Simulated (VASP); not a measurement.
## Ga3Sb: single point with PBEsol+D3(BJ)

The system is Ga3Sb.

```
Ga Sb
1.0
    -2.09837    2.09837    4.09728
     2.09837   -2.09837    4.09728
     2.09837    2.09837   -4.09728
Ga Sb
3 1
Direct
  0.75000 0.25000 0.50000
  0.25000 0.75000 0.50000
  0.50000 0.50000 0.00000
  0.00000 0.00000 0.00000
```

| Quantity | Value |
| --- | --- |
| Program | VASP 6.6.1 |
| Task | single point |
| Functional | PBEsol |
| Dispersion | D3(BJ) |
| Potentials or basis | VASP PAW PBE potentials, release 64 (Ga_d, Sb) |
| Cutoff | 520 eV |
| k mesh | 14 × 14 × 14 |
| Occupations | gaussian, width 0.15 eV |
| Spin | no spin polarisation |

The pressure is 6.6 GPa and the band gap on the k mesh is zero (bands 22 and 23 overlap by 5.41 eV). The dispersion energy per atom is -0.408 eV.

Stress tensor (GPa, compression positive):
```
6.68 0.00 0.00
0.00 6.68 0.00
0.00 0.00 6.58
```

Levels at points of the mesh, in eV from the Fermi level:
```
           k point  band 18  band 19  band 20  band 21  band 22  band 23  band 24  band 25  band 26  band 27
(0.00, 0.00, 0.00)    -4.07    -2.37    -2.37    -2.36    -2.00    -0.94    -0.94     0.11     0.24     3.58
(0.50, 0.00, 0.00)    -5.53    -5.32    -1.86    -0.92    -0.90    -0.52     2.52     3.55     3.59     3.91
(0.50, 0.50, 0.00)    -6.40    -5.90    -5.59    -5.35     0.64     0.90     1.27     1.33     7.50     8.28
(0.50, 0.50, 0.50)    -4.30    -4.30    -4.25    -3.11     3.07     3.85     3.85     4.20     5.74     5.74
```

Wall time 18 min on 1 thread of Oxide Virtual Turin-like Processor, on a shared host, peak memory 0.54 GiB.

Caveat: the cell stands under pressure; the PAW data sets were made with another functional, which shifts forces and pressure a little; spin-orbit coupling is left out, which moves the levels of the heavy elements.
